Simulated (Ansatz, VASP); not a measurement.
## SnTe in VASP and in Ansatz

INCAR

```
  PREC = Accurate
  ENCUT = 520
  EDIFF = 1E-6
  ISMEAR = 0
  SIGMA = 0.01
  LREAL = False
  LASPH = True
  NELM = 100
  ALGO = Normal
  ISIF = 2
  LWAVE = False
  LCHARG = False
  GGA = PE
  NBANDS = 17
```

Contents of KPOINTS:

```
regular mesh
0
Gamma
  10 10 10
```

The input POSCAR:

```
SnTe
1.0
    0.0000000000      3.2693753150      3.2693753150
    3.2693753150      0.0000000000      3.2693753150
    3.2693753150      3.2693753150      0.0000000000
Sn Te
1 1
Direct
    0.0000000000      0.0000000000      0.0000000000
    0.5000000000      0.5000000000      0.5000000000
```

Input for Ansatz:

```yaml
crystal:
  lattice:
    - [0.0, 3.2693753223, 3.2693753223]
    - [3.2693753223, 0.0, 3.2693753223]
    - [3.2693753223, 3.2693753223, 0.0]
  atoms:
    - { symbol: Sn, position: [0.0, 0.0, 0.0] }
    - { symbol: Te, position: [0.5, 0.5, 0.5] }
basis:
  ecutwfc: 420
kpoints:
  mp_grid: { grid: [10, 10, 10] }
hamiltonian:
  xc: pbe
scf:
  occupations: { method: gaussian, width: 0.01 }
output:
  forces: true
  stress: true
  eigenvalues: true
```

Alike in both runs: task single point; functional PBE; k mesh 10 × 10 × 10; occupations gaussian, width 0.01 eV; no spin polarisation.

```csv
,VASP,Ansatz
version,VASP 6.6.1,Ansatz 0.2.0
potentials or method,"VASP PAW PBE potentials, release 64 (Sn_d, Te), cutoff 520 eV","scalar-relativistic, plane waves, PAW"
valence electrons in the cell,20,30
```

Ansatz gave:

- gap on the k mesh at the Fermi level (eV): 0.21
- least direct gap on the mesh (eV): 0.21
- pressure (GPa): -2.1

Estimate VASP's values.

gap on the k mesh at the Fermi level (eV): 0.21; least direct gap on the mesh (eV): 0.21; pressure (GPa): -2.2.

The functional is the same, so the differences come from potentials, cutoffs and numerics. VASP's potentials hold 20 valence electrons a cell and Ansatz's 30, so a difference there can come from the potentials and not from the codes.

Neither program's run includes spin-orbit coupling.
